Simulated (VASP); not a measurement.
Set up this calculation in VASP 6.6.1, as the native input.

| Quantity | Value |
| --- | --- |
| Task | single point |
| Functional | PBEsol |
| Potentials or basis | VASP PAW PBE potentials, release 64 (Al, Ni) |
| Cutoff | 520 eV |
| k mesh | 16 × 16 × 16 |
| Occupations | gaussian, width 0.15 eV |
| Spin | no spin polarisation |
| Dipole correction | no |
| Further INCAR settings | ALGO = Fast; EDIFF = 1e-06; NBANDS = 14 |

The structure of AlNi lies in POSCAR:

```
AlNi
1.0
    2.0953776693     -2.0953219876      0.0000000000
    2.0953776693      2.0953219876      0.0000000000
    0.0000000000      0.0000000000      2.8688666979
Al Ni
1 1
Direct
    0.0000000000      0.0000000000      0.0000000000
    0.5000000000      0.5000000000      0.5000000000
```

This cell differs from its parent crystal: normal strain along x +0.0367, normal strain along y +0.0367.

These files were run (other wordings do the same):

INCAR

```
  PREC = Accurate
  ENCUT = 520
  EDIFF = 1E-6
  ISMEAR = 0
  SIGMA = 0.15
  LREAL = False
  LASPH = True
  NELM = 100
  ALGO = Fast
  ISIF = 2
  LWAVE = False
  LCHARG = True
  GGA = PS
  LELF = True
  LVHAR = True
  NBANDS = 14
```

KPOINTS

```
Automatic mesh
0
Gamma
  16 16 16
```

Potentials or basis: VASP PAW PBE potentials, release 64 (Al, Ni).

Command:

```console
$ cat potpaw_PBE.64/Al/POTCAR potpaw_PBE.64/Ni/POTCAR > POTCAR
$ mpirun -np 1 vasp_std > vasp.out
```

It gave:

```
Pressure               : -10.6 GPa
Band gap on the k mesh : zero (an odd number of electrons rules out a gap without spin polarisation)
```

Caveat: the cell differs from its parent crystal (normal strain along x +0.0367, normal strain along y +0.0367); the cell stands under tension; the PAW data sets were made with another functional, which shifts forces and pressure a little.

It took 65 s on 1 thread of Intel(R) Xeon(R) 6975P-C (Granite Rapids), on a shared host, peak memory 0.33 GiB.
